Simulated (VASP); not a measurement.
# Sb (R-3m) in VASP: further runs

The runs below take Sb through single point, with r2SCAN.

All numbers are computed with VASP 6.6.1; they aren't measurements. Logs are shortened: lines on timing, memory, paths and dates and some standing lists are left out, and cuts for length are marked.

## (1) The cell of the first run

Symmetry: R-3m, No. 166, trigonal system. Conventional cell: a = 4.301 Å, b = 4.301 Å, c = 11.232 Å, α = 90.00°, β = 90.00°, γ = 120.00°. Sb (site symmetry 3m) has 6 Sb at 2.90 to 3.34 Å within 3.8 Å.

## (2) Single point, r2SCAN

POSCAR reads:

```
Sb
1.0
    2.1506000000      1.2416494900      3.7440000000
   -2.1506000000      1.2416494900      3.7440000000
    0.0000000000     -2.4832989800      3.7440000000
Sb
2
Direct
    0.2336400000      0.2336400000      0.2336400000
    0.7663600000      0.7663600000      0.7663600000
```

INCAR.step1 reads:

```
PREC     = Accurate       # precision mode
ENCUT    = 520            # plane-wave cutoff, eV
ISMEAR   = 0              # smearing method
SIGMA    = 0.1            # smearing width, eV
LREAL    = F              # projectors in reciprocal space
LASPH    = T              # aspherical terms in the spheres
NELM     = 80             # most SCF steps
NBANDS   = 12             # bands
GGA      = PE             # functional
ALGO     = Normal         # electronic algorithm
EDIFF    = 1E-4           # SCF threshold, eV
LWAVE    = T              # write WAVECAR
LCHARG   = F              # write CHGCAR
```

INCAR.step2 reads:

```
PREC     = Accurate       # precision mode
ENCUT    = 520            # plane-wave cutoff, eV
EDIFF    = 1E-6           # SCF threshold, eV
ISMEAR   = 0              # smearing method
SIGMA    = 0.1            # smearing width, eV
LREAL    = F              # projectors in reciprocal space
LASPH    = T              # aspherical terms in the spheres
NELM     = 80             # most SCF steps
ALGO     = Normal         # electronic algorithm
ISIF     = 2              # what is computed and relaxed
LWAVE    = F              # write WAVECAR
LCHARG   = T              # write CHGCAR
METAGGA  = R2SCAN         # meta-GGA
LMIXTAU  = T            
LELF     = T              # ELF
LVHAR    = T            
NBANDS   = 12             # bands
ISTART   = 1
```

KPOINTS reads:

```
Automatic mesh
0
Gamma
  6 6 6
```

Potentials or basis: VASP PAW PBE potentials, release 64 (Sb).

Run with:

```sh
> cat potpaw_PBE.64/Sb/POTCAR > POTCAR
> cp INCAR.step1 INCAR
> mpirun -np 1 vasp_std > vasp.out
> cp INCAR.step2 INCAR
> mpirun -np 1 vasp_std > vasp.out
```

OUTCAR:

```text
PREC = Accurate
   ENCUT = 520
   EDIFF = 1E-6
   ISMEAR = 0
   LREAL = F
   LASPH = T
   NELM = 80
   ISIF = 2
   METAGGA = R2SCAN
   ISTART = 1

 ion  position               nearest neighbor table
   1  0.234  0.234  0.234-   2 2.90   2 2.90   2 2.90   2 3.34   2 3.34   2 3.34
   2  0.766  0.766  0.766-   1 2.90   1 2.90   1 2.90   1 3.34   1 3.34   1 3.34

  LATTYP: Found a trigonal (rhomboedric) cell.
 ALAT       =     4.4926951617
 COS(alpha) =     0.5417152821

  Lattice vectors:

 A1 = (   2.1506000000,   1.2416494900,   3.7440000000)
 A2 = (  -2.1506000000,   1.2416494900,   3.7440000000)
 A3 = (   0.0000000000,  -2.4832989800,   3.7440000000)

Analysis of symmetry for initial positions (statically):
=====================================================================
 Subroutine PRICEL returns:
 Original cell was already a primitive cell.

 Routine SETGRP: Setting up the symmetry group for a
 trigonal (rhombohedral) supercell.

 Subroutine GETGRP returns: Found 12 space group operations
 (whereof 12 operations were pure point group operations)
 out of a pool of 12 trial point group operations.

The static configuration has the point symmetry D_3d.

Analysis of symmetry for dynamics (positions and initial velocities):
=====================================================================
 Subroutine PRICEL returns:
 Original cell was already a primitive cell.

 Routine SETGRP: Setting up the symmetry group for a
 trigonal (rhombohedral) supercell.

 Subroutine GETGRP returns: Found 12 space group operations
 (whereof 12 operations were pure point group operations)
 out of a pool of 12 trial point group operations.

The dynamic configuration has the point symmetry D_3d.

 Subroutine INISYM returns: Found 12 space group operations
 (whereof 12 operations are pure point group operations),
 and found     1 'primitive' translations

----------------------------------------------------------------------------------------

                                     Primitive cell

  volume of cell :      59.9854

  direct lattice vectors                    reciprocal lattice vectors
     2.150600000  1.241649490  3.744000000     0.232493258  0.134230045  0.089031339
    -2.150600000  1.241649490  3.744000000    -0.232493258  0.134230045  0.089031339
     0.000000000 -2.483298980  3.744000000     0.000000000 -0.268460090  0.089031339

  length of vectors
     4.492695162  4.492695162  4.492695163     0.282838115  0.282838115  0.282838115

  position of ions in fractional coordinates (direct lattice)
     0.233640000  0.233640000  0.233640000
     0.766360000  0.766360000  0.766360000

  ion indices of the primitive-cell ions
   primitive index   ion index
                 1           1
                 2           2

----------------------------------------------------------------------------------------

 KPOINTS: Automatic mesh

Automatic generation of k-mesh.
 Grid dimensions read from file:
 generate k-points for:    6    6    6

 Generating k-lattice:

  Cartesian coordinates                     Fractional coordinates (reciprocal lattice)
     0.038748876  0.022371674  0.014838557     0.166666667  0.000000000  0.000000000
    -0.038748876  0.022371674  0.014838557     0.000000000  0.166666667  0.000000000
     0.000000000 -0.044743348  0.014838557     0.000000000  0.000000000  0.166666667

  Length of vectors
     0.047139686  0.047139686  0.047139686

  Shift w.r.t. Gamma in fractional coordinates (k-lattice)
     0.000000000  0.000000000  0.000000000

 Subroutine IBZKPT returns following result:
 ===========================================

 Found     32 irreducible k-points:

 Following reciprocal coordinates:
            Coordinates               Weight
  0.000000  0.000000  0.000000      1.000000
  0.166667 -0.000000  0.000000      6.000000
  0.333333 -0.000000  0.000000      6.000000
  0.500000 -0.000000  0.000000      3.000000
  0.166667  0.166667  0.000000      6.000000
  0.333333  0.166667  0.000000     12.000000
[... 16 lines left out ...]
  0.500000  0.500000  0.166667      6.000000
 -0.333333  0.500000  0.166667     12.000000
 [... further k-points ...]
   k-points           NKPTS =     32   k-points in BZ     NKDIM =     32   number of bands    NBANDS=     12
   number of dos      NEDOS =    301   number of ions     NIONS =      2
   total plane-waves  NPLWV =  46656
   dimension x,y,z NGX =    36 NGY =   36 NGZ =   36
   dimension x,y,z NGXF=    72 NGYF=   72 NGZF=   72
   ions per type =               2
   NGX,Y,Z   is equivalent  to a cutoff of  13.32, 13.32, 13.32 a.u.
   NGXF,Y,Z  is equivalent  to a cutoff of  26.64, 26.64, 26.64 a.u.
 SYSTEM =  unknown system
   PREC   = accura    normal or accurate (medium, high low for compatibility)
   ISTART =      1    job   : 0-new  1-cont  2-samecut
   ICHARG =      0    charge: 1-file 2-atom 10-const
   ISPIN  =      1    spin polarized calculation?
   LNONCOLLINEAR =      F non collinear calculations
   LSORBIT =      F    spin-orbit coupling
   LASPH  =      T    aspherical Exc in radial PAW
   ENCUT  =  520.0 eV  38.22 Ry    6.18 a.u.   8.35  8.35  8.35*2*pi/ulx,y,z
   NELM   =     80;   NELMIN=  2; NELMDL=  0     # of ELM steps
   EDIFF  = 0.1E-05   stopping-criterion for ELM
   LREAL  =      F    real-space projection
[... 7 lines left out ...]
   TEBEG  =    0.0;   TEEND  =   0.0 temperature during run
   PSTRESS=    0.0 pullay stress
   NELECT =      10.0000    total number of electrons
   NUPDOWN=      -1.0000    fix difference up-down
   EMIN   =  10.00;   EMAX   =-10.00  energy-range for DOS
   EFERMI =   0.00;   METHOD = LEGACY
   ISMEAR =     0;   SIGMA  =   0.10  broadening in eV -4-tet -1-fermi 0-gaus
   EFERMI_NEDOS =   21; number of points for ismear=-14 and -15
   IALGO  =     38    algorithm
   IMIX   =      4    mixing-type and parameters
     AMIX     =   0.40;   BMIX     =  1.00
     AMIX_MAG =   1.60;   BMIX_MAG =  1.00
  volume/ion in A,a.u.               =      29.99       202.40
  Fermi-wavevector in a.u.,A,eV,Ry     =   0.901003  1.702649 11.045297  0.811806
  Thomas-Fermi vector in A             =   2.024030
   LORBIT       =      0    0 simple, 1 ext, 2 COOP (PROOUT), +10 PAW based schemes
   METAGGA = R2SCAN    functional components
   LHFCALC =     F    Hartree Fock is set to
   AEXX    =    0.0000 exact exchange contribution
   IVDW    =     0    specifies the selected vdW correction
   LEPSILON=     F    determine dielectric tensor
   LRPA    =     F    only Hartree local field effects (RPA)
 non-spin polarized calculation
 Gauss-broadening in eV      SIGMA  =   0.10
  energy-cutoff  :      520.00
  volume of cell :       59.99
 maximum number of plane-waves:      1626
 NGX is ok and might be reduce to    36
   NGX = 17   NGY = 17   NGZ = 17

 number of electron      10.0000000 magnetization

 Free energy of the ion-electron system (eV)
  ---------------------------------------------------
  ext. energy  EPLUGINS =         0.00000000
  ---------------------------------------------------
  free energy    TOTEN  =       -51.38982646 eV

  energy without entropy =      -51.38812664  energy(sigma->0) =      -51.38897655

 E-fermi :   7.4461     XC(G=0): -10.0311

 val. band max:        7.3947815692   @ k =   0.5000   0.5000   0.5000
 cond. band min:       7.4940099156   @ k =   0.3333   0.1667   0.1667
 fundamental gap:      0.0992283464
 Fermi energy:         7.4460837706

 k-point     1 :       0.0000    0.0000    0.0000
  band No.  band energies     occupation
      1      -6.0629      2.00000
      2       2.5850      2.00000
      3       5.0445      2.00000
      4       5.3050      2.00000
      5       5.3050      2.00000
      6       9.5107      0.00000
      7      10.1548      0.00000
      8      10.1548      0.00000
      9      12.7284      0.00000
     10      12.7284      0.00000
     11      12.9464      0.00000
     12      14.4408      0.00000

 k-point     2 :       0.1667   -0.0000    0.0000
  band No.  band energies     occupation
      1      -5.7378      2.00000
      2       1.2004      2.00000
      3       5.0932      2.00000
      4       5.2446      2.00000
      5       5.9036      2.00000
      6       9.2212      0.00000
      7       9.4421      0.00000
      8       9.4704      0.00000
      9      12.1985      0.00000
     10      12.7318      0.00000
     11      13.0108      0.00000
     12      16.1450      0.00000

 k-point     3 :       0.3333   -0.0000    0.0000
  band No.  band energies     occupation
      1      -4.7815      2.00000
      2      -1.0524      2.00000
      3       5.1819      2.00000
      4       5.1928      2.00000
      5       6.5227      2.00000
      6       8.0824      0.00000
      7       8.2649      0.00000
      8       8.2964      0.00000
      9      13.4014      0.00000
     10      14.1709      0.00000
     11      14.6631      0.00000
     12      18.5785      0.00000
[... 286 lines left out ...]
 k-point    23 :       0.5000    0.5000    0.1667
  band No.  band energies     occupation
      1      -3.8493      2.00000
      2      -1.1248      2.00000
      3       1.8700      2.00000
      4       3.7166      2.00000
      5       4.2038      2.00000
      6       9.7258      0.00000
      7      11.2887      0.00000
      8      12.4596      0.00000
      9      13.4256      0.00000
     10      16.7231      0.00000
     11      16.9829      0.00000
     12      17.4640      0.00000

 k-point    24 :      -0.3333    0.5000    0.1667
  band No.  band energies     occupation
      1      -3.2163      2.00000
      2      -1.7441      2.00000
      3       1.6791      2.00000
      4       2.5970      2.00000
      5       5.3453      2.00000
      6       9.3877      0.00000
      7      10.8731      0.00000
      8      13.3569      0.00000
      9      13.6647      0.00000
     10      14.8267      0.00000
     11      17.6759      0.00000
     12      18.6556      0.00000

 [... further k-points ...]
[... 5 lines left out ...]
  --------------------------------------------------------------------------------------
  -------------------------------------------------------------------------------------
  Total        0.8483148      0.8483148      0.7718968     -0.0000000     -0.0000000      0.0000000
  in kB       22.6580155     22.6580155     20.6169348     -0.0000000     -0.0000000      0.0000000
  external PRESSURE =      21.9776553 kB  Pullay stress =       0.0000000 kB

 VOLUME and BASIS-vectors are now :
 -----------------------------------------------------------------------------
  energy-cutoff  :      520.00
  volume of cell :       59.99
      direct lattice vectors                 reciprocal lattice vectors
     2.150600000  1.241649490  3.744000000     0.232493258  0.134230045  0.089031339
    -2.150600000  1.241649490  3.744000000    -0.232493258  0.134230045  0.089031339
     0.000000000 -2.483298980  3.744000000     0.000000000 -0.268460090  0.089031339

 POSITION                                       TOTAL-FORCE (eV/Angst)
 -----------------------------------------------------------------------------------
      0.00000      0.00000      2.62424         0.000000      0.000000     -0.016743
      0.00000      0.00000      8.60776         0.000000      0.000000      0.016743
 -----------------------------------------------------------------------------------
    total drift:                                0.000000     -0.000000      0.000000

  FREE ENERGIE OF THE ION-ELECTRON SYSTEM (eV)
  ---------------------------------------------------
  free  energy   TOTEN  =       -51.3898264576 eV

  energy  without entropy=      -51.3881266437  energy(sigma->0) =      -51.38897655
```

Run time: 40 s. Hardware: 1 thread of Intel Xeon 6975P-C (Granite Rapids), shared host; peak memory 0.2 GiB.

What came out:

```
Free energy            : -51.3898 eV
Pressure               : 2.2 GPa
Largest force          : 0.017 eV/Å
Band gap on the k mesh : zero (band 5 reaches 7.49 eV, above the bottom of band 6 at 7.28 eV)
```

Forces in eV/Å, atoms in the order of the input:
```
Sb   0.000  0.000 -0.017
Sb   0.000  0.000  0.017
```

Stress tensor (GPa, compression positive):
```
2.27 0.00 0.00
0.00 2.27 0.00
0.00 0.00 2.06
```

Levels at points of the mesh, in eV from the Fermi level:
| k point | band 3 | band 4 | band 5 | band 6 | band 7 | band 8 |
| --- | --- | --- | --- | --- | --- | --- |
| (0.00, 0.00, 0.00) | -2.40 | -2.14 | -2.14 | 2.06 | 2.71 | 2.71 |
| (0.50, 0.00, 0.00) | -2.26 | -2.12 | -0.48 | -0.17 | 0.23 | 0.36 |
| (0.50, 0.50, 0.00) | -5.87 | -4.17 | -4.09 | 1.59 | 5.12 | 5.77 |
| (0.50, 0.50, 0.50) | -1.60 | -1.60 | -0.42 | -0.05 | -0.05 | 1.17 |

Caveat: the PAW data sets were made with another functional, which shifts forces and pressure a little; spin-orbit coupling is left out, which moves the levels of the heavy elements.

## (3) Single point, r2SCAN

This run uses another cell than the first one, of 31.59 Å³/atom, 1.053 times its volume.

POSCAR reads:

```
Sb
1.0
    2.1710539887      1.2534586048      3.8693100530
   -2.1710539887      1.2534586048      3.8693100530
    0.0000000000     -2.5069172095      3.8693100530
Sb
2
Direct
    0.2314205452      0.2314205452      0.2314205452
    0.7685794548      0.7685794548      0.7685794548
```

INCAR.step1 reads:

```
SYSTEM = Sb
  PREC = Accurate
  ENCUT = 520
  ISMEAR = 0
  SIGMA = 0.1
  LREAL = .False.
  LASPH = .True.
  NELM = 100
  NBANDS = 12
  GGA = PE
  ALGO = Normal
  EDIFF = 1E-4
  LWAVE = .True.
  LCHARG = .False.
```

INCAR.step2 reads:

```
SYSTEM = Sb
  PREC = Accurate
  ENCUT = 520
  EDIFF = 1E-6
  ISMEAR = 0
  SIGMA = 0.1
  LREAL = .False.
  LASPH = .True.
  NELM = 100
  ALGO = Normal
  ISIF = 2
  LWAVE = .False.
  LCHARG = .False.
  METAGGA = R2SCAN
  LMIXTAU = .True.
  NBANDS = 12
  ISTART = 1
```

KPOINTS reads:

```
Automatic mesh
0
Gamma
  12 12 12
  0 0 0
```

Potentials or basis: VASP PAW PBE potentials, release 64 (Sb).

Run with:

```sh
> cat potpaw_PBE.64/Sb/POTCAR > POTCAR
> cp INCAR.step1 INCAR
> mpirun -np 1 vasp_std > vasp.out
> cp INCAR.step2 INCAR
> mpirun -np 1 vasp_std > vasp.out
```

It took 3.2 min on 1 thread of Intel Xeon 6975P-C (Granite Rapids), shared host; peak memory 0.29 GiB.

It converged, with:

| Property | Result |
| --- | --- |
| Free energy | -51.3934 eV |
| Pressure | 0.1 GPa |
| Largest force | 0.049 eV/Å |
| Band gap on the k mesh | zero (band 5 reaches 6.75 eV, above the bottom of band 6 at 6.61 eV) |

Forces in eV/Å, atoms in the order of the input:
```
Sb   0.000  0.000  0.049
Sb   0.000  0.000 -0.049
```

Levels at points of the mesh, in eV from the Fermi level:
```tsv
k point	band 2	band 3	band 4	band 5	band 6	band 7	band 8	band 9
(0.00, 0.00, 0.00)	-5.10	-2.27	-1.96	-1.96	1.87	2.60	2.60	5.54
(0.50, 0.00, 0.00)	-9.88	-2.26	-2.17	-0.37	-0.14	0.30	0.71	7.81
(0.50, 0.50, 0.00)	-8.41	-5.42	-3.85	-3.77	1.68	4.87	5.73	6.84
(0.50, 0.50, 0.50)	-9.09	-1.51	-1.51	-0.44	0.26	0.26	1.32	7.17
```

Caveat: the PAW data sets were made with another functional, which shifts forces and pressure a little; spin-orbit coupling is left out, which moves the levels of the heavy elements.

(Continued in part 2 of 2.)
